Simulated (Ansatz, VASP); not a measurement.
**One calculation of Mg, two programs**

```
Mg
1.0
     0.00000    2.62770    2.62770
     2.62770    0.00000    2.62770
     2.62770    2.62770    0.00000
Mg
1
Direct
  0.00000 0.00000 0.00000
```

Alike in both runs: task single point; functional PBE; k mesh 14 × 14 × 14; occupations gaussian, width 0.1 eV; no spin polarisation.

|  | VASP | Ansatz |
| --- | --- | --- |
| version | VASP 6.6.1 | Ansatz 0.2.0 |
| potentials or method | VASP PAW PBE potentials, release 64 (Mg), cutoff 520 eV | scalar-relativistic, plane waves, PAW |
| valence electrons in the cell | 2 | 10 |

```csv
,VASP,Ansatz,Ansatz less VASP
gap on the k mesh at the Fermi level (eV),none,none,-
pressure (GPa),-6.1,-6.1,+0.04
```

A gap of «none» marks a metal or a gap that the smearing closes. VASP's potentials hold 2 valence electrons a cell and Ansatz's 10, so a difference there can come from the potentials and not from the codes.
